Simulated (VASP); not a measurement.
# HfN (I-4m2) in VASP: single point with PBEsol

Aim: the single point of HfN with PBEsol.

Everything below comes from runs of VASP 6.6.1. Logs are shortened: lines on timing, memory, paths and dates and some standing lists are left out, and cuts for length are marked.

## 1. The cell of the first run

It takes space group I-4m2 (No. 119, tetragonal). Conventional cell: a = 3.472 Å, b = 3.472 Å, c = 5.094 Å, α = 90.00°, β = 90.00°, γ = 90.00°. Hf (site symmetry -4m2) has 4 N at 2.15 Å within 2.8 Å. Within 2.8 Å of N (site symmetry -4m2) lie 4 Hf at 2.15 Å.

## 2. Single point, PBEsol (strain +0.0375 x Voigt [0, 0, 1, 0, 0, 0])

The input, INCAR:

```
SYSTEM = HfN
PREC = Accurate
ENCUT = 520
EDIFF = 1E-7
ISMEAR = 0
SIGMA = 0.15
LREAL = .False.
LASPH = .True.
NELM = 80
ALGO = Normal
ISIF = 2
LWAVE = .False.
LCHARG = .True.
GGA = PS
LELF = .True.
LVHAR = .True.
NBANDS = 14
```

The input, KPOINTS:

```
Automatic mesh
0
Gamma
  16 16 16
  0 0 0
```

The input, POSCAR:

```
HfN
1.0
    0.0000000000      2.4548220000      2.5468778250
    2.4548220000      0.0000000000      2.5468778250
    2.4548220000      2.4548220000      0.0000000000
Hf N
1 1
Direct
    0.0000000000      0.0000000000      0.0000000000
    0.7500000000      0.7500000000      0.7500000000
```

Potentials or basis: VASP PAW PBE potentials, release 64 (Hf_pv, N).

On the command line:

```console
> cat potpaw_PBE.64/Hf_pv/POTCAR potpaw_PBE.64/N/POTCAR > POTCAR
> mpirun -np 1 vasp_std > vasp.out
```

OUTCAR:

```text
SYSTEM = HfN
   PREC = Accurate
   ENCUT = 520
   EDIFF = 1E-7
   ISMEAR = 0
   LREAL = .False.
   LASPH = .True.
   NELM = 80
   ISIF = 2
   GGA = PS

 ion  position               nearest neighbor table
   1  0.000  0.000  0.000-   2 2.15   2 2.15   2 2.15   2 2.15
   2  0.750  0.750  0.750-   1 2.15   1 2.15   1 2.15   1 2.15

  LATTYP: Found a body centered tetragonal cell.
 ALAT       =     3.4716425656
 C/A-ratio  =     1.4672465710

  Lattice vectors:

 A1 = (  -2.4548220000,   0.0000000000,   2.5468778250)
 A2 = (   2.4548220000,   0.0000000000,   2.5468778250)
 A3 = (   0.0000000000,   2.4548220000,  -2.5468778250)

Analysis of symmetry for initial positions (statically):
=====================================================================
 Subroutine PRICEL returns:
 Original cell was already a primitive cell.

 Routine SETGRP: Setting up the symmetry group for a
 body centered tetragonal supercell.

 Subroutine GETGRP returns: Found  8 space group operations
 (whereof  8 operations were pure point group operations)
 out of a pool of 16 trial point group operations.

The static configuration has the point symmetry D_2d.

Analysis of symmetry for dynamics (positions and initial velocities):
=====================================================================
 Subroutine PRICEL returns:
 Original cell was already a primitive cell.

 Routine SETGRP: Setting up the symmetry group for a
 body centered tetragonal supercell.

 Subroutine GETGRP returns: Found  8 space group operations
 (whereof  8 operations were pure point group operations)
 out of a pool of 16 trial point group operations.

The dynamic configuration has the point symmetry D_2d.

 Subroutine INISYM returns: Found  8 space group operations
 (whereof  8 operations are pure point group operations),
 and found     1 'primitive' translations

----------------------------------------------------------------------------------------

                                     Primitive cell

  volume of cell :      30.6957

  direct lattice vectors                    reciprocal lattice vectors
     0.000000000  2.454822000  2.546877825    -0.203680756  0.203680756  0.196318801
     2.454822000  0.000000000  2.546877825     0.203680756 -0.203680756  0.196318801
     2.454822000  2.454822000  0.000000000     0.203680756  0.203680756 -0.196318801

  length of vectors
     3.537334831  3.537334831  3.471642566     0.348586821  0.348586821  0.348586821

  position of ions in fractional coordinates (direct lattice)
     0.000000000  0.000000000  0.000000000
     0.750000000  0.750000000  0.750000000

  ion indices of the primitive-cell ions
   primitive index   ion index
                 1           1
                 2           2

----------------------------------------------------------------------------------------

 KPOINTS: Automatic mesh

Automatic generation of k-mesh.
 Grid dimensions read from file:
 generate k-points for:   16   16   16

 Generating k-lattice:

  Cartesian coordinates                     Fractional coordinates (reciprocal lattice)
    -0.012730047  0.012730047  0.012269925     0.062500000  0.000000000  0.000000000
     0.012730047 -0.012730047  0.012269925     0.000000000  0.062500000  0.000000000
     0.012730047  0.012730047 -0.012269925     0.000000000  0.000000000  0.062500000

  Length of vectors
     0.021786676  0.021786676  0.021786676

  Shift w.r.t. Gamma in fractional coordinates (k-lattice)
     0.000000000  0.000000000  0.000000000

 Subroutine IBZKPT returns following result:
 ===========================================

 Found    349 irreducible k-points:

 Following reciprocal coordinates:
            Coordinates               Weight
  0.000000  0.000000  0.000000      1.000000
  0.062500 -0.000000  0.000000      8.000000
  0.125000 -0.000000  0.000000      8.000000
  0.187500 -0.000000  0.000000      8.000000
  0.250000 -0.000000  0.000000      8.000000
  0.312500 -0.000000  0.000000      8.000000
[... 16 lines left out ...]
 -0.125000  0.062500  0.000000      8.000000
 -0.062500  0.062500  0.000000      4.000000
 [... further k-points ...]
   k-points           NKPTS =    349   k-points in BZ     NKDIM =    349   number of bands    NBANDS=     14
   number of dos      NEDOS =    301   number of ions     NIONS =      2
   total plane-waves  NPLWV =  21952
   dimension x,y,z NGX =    28 NGY =   28 NGZ =   28
   dimension x,y,z NGXF=    56 NGYF=   56 NGZF=   56
   ions per type =               1   1
   NGX,Y,Z   is equivalent  to a cutoff of  13.16, 13.16, 13.41 a.u.
   NGXF,Y,Z  is equivalent  to a cutoff of  26.32, 26.32, 26.82 a.u.
 SYSTEM =  HfN
   PREC   = accura    normal or accurate (medium, high low for compatibility)
   ISTART =      0    job   : 0-new  1-cont  2-samecut
   ICHARG =      2    charge: 1-file 2-atom 10-const
   ISPIN  =      1    spin polarized calculation?
   LNONCOLLINEAR =      F non collinear calculations
   LSORBIT =      F    spin-orbit coupling
   LASPH  =      T    aspherical Exc in radial PAW
   ENCUT  =  520.0 eV  38.22 Ry    6.18 a.u.   6.58  6.58  6.45*2*pi/ulx,y,z
   NELM   =     80;   NELMIN=  2; NELMDL= -5     # of ELM steps
   EDIFF  = 0.1E-06   stopping-criterion for ELM
   LREAL  =      F    real-space projection
   EDIFFG = 0.1E-05   stopping-criterion for IOM
   NSW    =      0    number of steps for IOM
   IBRION =     -1    ionic relax: 0-MD 1-quasi-New 2-CG
   NFREE  =      0    steps in history (QN), initial steepest desc. (CG)
   ISIF   =      2    stress and relaxation
   ISYM   =      2    0-nonsym 1-usesym 2-fastsym
   POTIM  = 0.5000    time-step for ionic-motion
   TEBEG  =    0.0;   TEEND  =   0.0 temperature during run
   PSTRESS=    0.0 pullay stress
   NELECT =      15.0000    total number of electrons
   NUPDOWN=      -1.0000    fix difference up-down
   EMIN   =  10.00;   EMAX   =-10.00  energy-range for DOS
   EFERMI =   0.00;   METHOD = LEGACY
   ISMEAR =     0;   SIGMA  =   0.15  broadening in eV -4-tet -1-fermi 0-gaus
   EFERMI_NEDOS =   21; number of points for ismear=-14 and -15
   IALGO  =     38    algorithm
   IMIX   =      4    mixing-type and parameters
     AMIX     =   0.40;   BMIX     =  1.00
     AMIX_MAG =   1.60;   BMIX_MAG =  1.00
  volume/ion in A,a.u.               =      15.35       103.57
  Fermi-wavevector in a.u.,A,eV,Ry     =   1.289474  2.436752 22.622990  1.662743
  Thomas-Fermi vector in A             =   2.421364
   LORBIT       =      0    0 simple, 1 ext, 2 COOP (PROOUT), +10 PAW based schemes
   GGA     = PS    functional components
   LHFCALC =     F    Hartree Fock is set to
   AEXX    =    0.0000 exact exchange contribution
   IVDW    =     0    specifies the selected vdW correction
   LEPSILON=     F    determine dielectric tensor
   LRPA    =     F    only Hartree local field effects (RPA)
 non-spin polarized calculation
 Gauss-broadening in eV      SIGMA  =   0.15
  energy-cutoff  :      520.00
  volume of cell :       30.70
 maximum number of plane-waves:       861
   NGX = 13   NGY = 13   NGZ = 13

 number of electron      14.9999998 magnetization

 Free energy of the ion-electron system (eV)
  ---------------------------------------------------
  ext. energy  EPLUGINS =         0.00000000
  ---------------------------------------------------
  free energy    TOTEN  =       -22.17964877 eV

  energy without entropy =      -22.17187301  energy(sigma->0) =      -22.17576089

 E-fermi :   5.3262     XC(G=0): -11.2234

 val. band max:        5.3206098089   @ k =  -0.2500   0.2500   0.1875
 cond. band min:       5.3438986988   @ k =   0.3125   0.0625   0.2500
 fundamental gap:      0.0232888899
 Fermi energy:         5.3261959342

 k-point     1 :       0.0000    0.0000    0.0000
  band No.  band energies     occupation
      1     -25.8689      2.00000
      2     -25.8689      2.00000
      3     -25.8626      2.00000
      4     -10.5864      2.00000
      5      -0.0197      2.00000
      6       0.0856      2.00000
      7       0.0856      2.00000
      8       4.4986      2.00000
      9       7.2198      0.00000
     10       7.6580      0.00000
     11      11.2814      0.00000
     12      11.8503      0.00000
     13      11.8503      0.00000
     14      17.4588      0.00000

 k-point     2 :       0.0625   -0.0000    0.0000
  band No.  band energies     occupation
      1     -25.8837      2.00000
      2     -25.8707      2.00000
      3     -25.8663      2.00000
      4     -10.5427      2.00000
      5      -0.0672      2.00000
      6       0.0619      2.00000
      7       0.1143      2.00000
      8       4.7162      2.00000
      9       7.1647      0.00000
     10       7.5839      0.00000
     11      11.3047      0.00000
     12      11.8140      0.00000
     13      11.9321      0.00000
     14      17.4258      0.00000

 k-point     3 :       0.1250   -0.0000    0.0000
  band No.  band energies     occupation
      1     -25.9292      2.00000
      2     -25.8756      2.00000
      3     -25.8735      2.00000
      4     -10.4200      2.00000
      5      -0.2709      2.00000
      6       0.1176      2.00000
      7       0.1947      2.00000
      8       5.2786      1.34640
      9       7.0464      0.00000
     10       7.4129      0.00000
     11      11.1931      0.00000
     12      11.8598      0.00000
     13      12.0963      0.00000
     14      16.2041      0.00000
[... 324 lines left out ...]
 k-point    23 :      -0.1250    0.0625    0.0000
  band No.  band energies     occupation
      1     -25.9625      2.00000
      2     -25.8845      2.00000
      3     -25.8754      2.00000
      4     -10.3299      2.00000
      5      -0.4093      2.00000
      6       0.1851      2.00000
      7       0.2356      2.00000
      8       5.6610      0.00160
      9       7.0935      0.00000
     10       7.2546      0.00000
     11      11.2118      0.00000
     12      11.6245      0.00000
     13      12.3094      0.00000
     14      15.6551      0.00000

 k-point    24 :      -0.0625    0.0625    0.0000
  band No.  band energies     occupation
      1     -25.9108      2.00000
      2     -25.8726      2.00000
      3     -25.8712      2.00000
      4     -10.4720      2.00000
      5      -0.1820      2.00000
      6       0.0824      2.00000
      7       0.1498      2.00000
      8       5.0548      1.98949
      9       7.2456      0.00000
     10       7.3487      0.00000
     11      11.3485      0.00000
     12      11.6437      0.00000
     13      12.1254      0.00000
     14      16.8376      0.00000

 [... further k-points ...]
[... 5 lines left out ...]
  --------------------------------------------------------------------------------------
  -------------------------------------------------------------------------------------
  Total       -1.9667533     -1.9667533     -3.0918787      0.0000000      0.0000000      0.0000000
  in kB     -102.6555282   -102.6555282   -161.3819339      0.0000000      0.0000000      0.0000000
  external PRESSURE =    -122.2309968 kB  Pullay stress =       0.0000000 kB

 VOLUME and BASIS-vectors are now :
 -----------------------------------------------------------------------------
  energy-cutoff  :      520.00
  volume of cell :       30.70
      direct lattice vectors                 reciprocal lattice vectors
     0.000000000  2.454822000  2.546877825    -0.203680756  0.203680756  0.196318801
     2.454822000  0.000000000  2.546877825     0.203680756 -0.203680756  0.196318801
     2.454822000  2.454822000  0.000000000     0.203680756  0.203680756 -0.196318801

 POSITION                                       TOTAL-FORCE (eV/Angst)
 -----------------------------------------------------------------------------------
      0.00000      0.00000      0.00000        -0.000000     -0.000000     -0.000000
      3.68223      3.68223      3.82032         0.000000      0.000000      0.000000
 -----------------------------------------------------------------------------------
    total drift:                                0.000000      0.000000      0.000000

  FREE ENERGIE OF THE ION-ELECTRON SYSTEM (eV)
  ---------------------------------------------------
  free  energy   TOTEN  =       -22.1796487711 eV

  energy  without entropy=      -22.1718730133  energy(sigma->0) =      -22.17576089
```

Run time: 2.4 min. Hardware: 1 thread of Intel Xeon Platinum 8259CL at 2.50GHz (Skylake/Cascade Lake), shared host; peak memory 0.28 GiB.

Results:

* Free energy: -22.1796 eV
* Pressure: -12.2 GPa

Levels at points of the mesh, in eV from the Fermi level:
```tsv
k point	band 4	band 5	band 6	band 7	band 8	band 9	band 10	band 11	band 12	band 13
(0.00, 0.00, 0.00)	-15.91	-5.35	-5.24	-5.24	-0.83	1.89	2.33	5.96	6.52	6.52
(0.50, 0.00, 0.00)	-14.89	-5.65	-4.82	-4.63	1.46	2.55	2.63	3.99	5.04	5.07
(0.50, 0.50, 0.00)	-14.52	-6.78	-3.48	-3.48	-1.26	1.97	3.83	4.42	4.42	9.16
(0.50, 0.00, 0.50)	-14.55	-6.69	-3.65	-3.53	-1.04	2.01	3.85	4.40	4.49	9.86
```

Caveat: the cell differs from its parent crystal (strain +0.0375 x Voigt [0, 0, 1, 0, 0, 0]); the PAW data sets were made with another functional, which shifts forces and pressure a little; spin-orbit coupling is left out, which moves the levels of the heavy elements.
